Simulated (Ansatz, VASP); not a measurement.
## One calculation of Pb, two programs

```xyz
1
Lattice="0.0000 2.4205 2.4205 2.4205 0.0000 2.4205 2.4205 2.4205 0.0000" Properties=species:S:1:pos:R:3 pbc="T T T"
Pb    0.0000    0.0000    0.0000
```

Alike in both runs: task single point; functional r2SCAN; k mesh 14 × 14 × 14; occupations gaussian, width 0.1 eV; no spin polarisation.

|  | VASP | Ansatz |
| --- | --- | --- |
| version | VASP 6.6.1 | Ansatz 0.2.0 |
| potentials or method | VASP PAW PBE potentials, release 64 (Pb_d), cutoff 520 eV | scalar-relativistic, plane waves, PAW |
| valence electrons in the cell | 14 | 14 |

```csv
,VASP,Ansatz,Ansatz less VASP
gap on the k mesh at the Fermi level (eV),none,none,-
pressure (GPa),5.3,5.3,-0.01
```

VASP's potentials were made for PBE, not for r2SCAN. A gap of «none» marks a metal or a gap that the smearing closes. The functional is the same, so the differences come from potentials, cutoffs and numerics.

Spin-orbit coupling is off throughout.
